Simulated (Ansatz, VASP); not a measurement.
**Rh: VASP beside Ansatz**

```
Rh
1.0
     0.00000   -1.90155   -1.90155
     0.00000    1.90155   -1.90155
     3.80310    0.00000    0.00000
Rh
2
Direct
  0.50000 0.50000 0.44084
  0.00000 0.00000 0.05916
```

Change from the starting cell: mode 6 (233.9 1/cm) frozen in, largest displacement +0.225 Å.

Alike in both runs: task single point; functional PBE; k mesh 18 × 18 × 12; occupations gaussian, width 0.15 eV; no spin polarisation.

|  | VASP | Ansatz |
| --- | --- | --- |
| version | VASP 6.6.1 | Ansatz 0.2.0 |
| potentials or method | VASP PAW PBE potentials, release 64 (Rh_pv), cutoff 520 eV | scalar-relativistic, plane waves, PAW |
| valence electrons in the cell | 30 | 34 |

|  | VASP | Ansatz | Ansatz less VASP |
| --- | --- | --- | --- |
| gap on the k mesh at the Fermi level (eV) | none | none | - |
| rms of the force components (eV/Å) | 3.374 | 3.338 | -0.0354 |

Atom by atom the forces differ by 0.035 eV/Å (rms over components). A gap of «none» marks a metal or a gap that the smearing closes. With one functional, cell and mesh, what is left measures potentials, basis and numerics. VASP's potentials hold 30 valence electrons a cell and Ansatz's 34, so a difference there can come from the potentials and not from the codes.
